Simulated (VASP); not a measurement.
The system is Sb.

```
CELL_PARAMETERS angstrom
2.15420 1.24373 3.75800
-2.15420 1.24373 3.75800
0.00000 -2.48746 3.75800
ATOMIC_POSITIONS crystal
Sb 0.23349 0.23349 0.23349
Sb 0.76651 0.76651 0.76651
```

Base run:

- Program: VASP 6.6.1
- Functional: PBEsol
- Potentials or basis: VASP PAW PBE potentials, release 64 (Sb)
- Cutoff: 520 eV
- k mesh: 5 × 5 × 5
- Occupations: fermi-dirac, width 0.1 eV
- Spin: no spin polarisation

Its results: band gap on the k mesh 0.38 eV, indirect (least direct gap 0.74 eV); pressure 0.1 GPa; largest force 0.055 eV/Å.

Question: The run is repeated on the same cell with these changes: k mesh from 5 × 5 × 5 to 2 × 2 × 2. What comes out?

Answer: Band gap on the k mesh 0.15 eV, indirect (least direct gap 0.19 eV); pressure 6.9 GPa; largest force 1.997 eV/Å.

Caveats: some runs use coarse meshes; the PAW data sets were made with another functional, which shifts forces and pressure a little; spin-orbit coupling is left out, which moves the levels of the heavy elements.

A k mesh can miss the band edges.
